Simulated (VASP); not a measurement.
Runs of VASP 6.6.1 on Sr. The structure is that of space group P6/mmm (No. 191), or close to it. The cells are those of the table. 

| task | cell | k mesh for the DOS | occupations for the DOS | gap on the mesh (eV) | pressure (GPa) |
| --- | --- | --- | --- | --- | --- |
| single point | a = 3.162, b = 3.162, c = 2.859 Å, angles 90.0, 90.0, 120.0°, 1 atom | - | - | none | 28.5 |
| single point | a = 3.315, b = 3.315, c = 3.005 Å, angles 90.0, 90.0, 120.0°, 1 atom | - | - | none | 18.3 |
| single point | a = 3.613, b = 3.613, c = 3.308 Å, angles 90.0, 90.0, 120.0°, 1 atom | - | - | none | 7.0 |
| single point | a = 3.471, b = 3.471, c = 3.162 Å, angles 90.0, 90.0, 120.0°, 1 atom | - | - | none | 11.6 |
| single point | a = 3.747, b = 3.747, c = 3.439 Å, angles 90.0, 90.0, 120.0°, 1 atom | - | - | none | (b) |
| single point | a = 3.863, b = 3.863, c = 3.575 Å, angles 90.0, 90.0, 120.0°, 1 atom | - | - | none | (a) |
| single point | a = 3.974, b = 3.974, c = 3.700 Å, angles 90.0, 90.0, 120.0°, 1 atom | - | - | none | 0.9 |
| single point | a = 4.081, b = 4.081, c = 3.814 Å, angles 90.0, 90.0, 120.0°, 1 atom | - | - | none | (c) |

Alike in all rows: level PBE; potentials or basis VASP PAW PBE potentials, release 64 (Sr_sv); no spin polarisation; k mesh 11 × 11 × 10; cutoff (eV) 520; smearing fermi-dirac 0.05 eV.

Q: Fill in the values left out.

A: (a) 2.2; (b) 4.1; (c) 0.0.

A k mesh can miss the band edges, and the runs leave out spin-orbit coupling on Sr.

A gap of «none» marks levels without a gap at the run's occupations.
